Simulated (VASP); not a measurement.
KMgF3:

```
K Mg F
1.0
     3.98024    0.01990    0.00000
     0.01990    3.98024    0.00000
     0.00000    0.00000    3.98024
K Mg F
1 1 3
Cartesian
  0.0000 0.0000 0.0000
  2.0001 2.0001 1.9901
  2.0001 2.0001 0.0000
  1.9901 0.0100 1.9901
  0.0100 1.9901 1.9901
```

This cell differs from its parent crystal: shear xy strain +1.0%.

Base run:

* Program: VASP 6.6.1
* Functional: r2SCAN
* Potentials or basis: VASP PAW PBE potentials, release 64 (K_sv, Mg, F)
* Cutoff: 520 eV
* k mesh: 6 × 6 × 6
* Occupations: gaussian, width 0.01 eV
* Spin: no spin polarisation

Its results: band gap on the k mesh 8.28 eV, indirect (least direct gap 8.58 eV); pressure -0.6 GPa.

Q: The run is repeated on the same cell with these changes: functional from r2SCAN to PBE; occupations from gaussian, width 0.01 eV to fermi-dirac, width 0.02 eV. What comes out?

A: Band gap on the k mesh 7.33 eV, indirect (least direct gap 7.64 eV); pressure 3.7 GPa.

Caveats: the PAW data sets were made with another functional, which shifts forces and pressure a little (some runs).

A k mesh can miss the band edges.
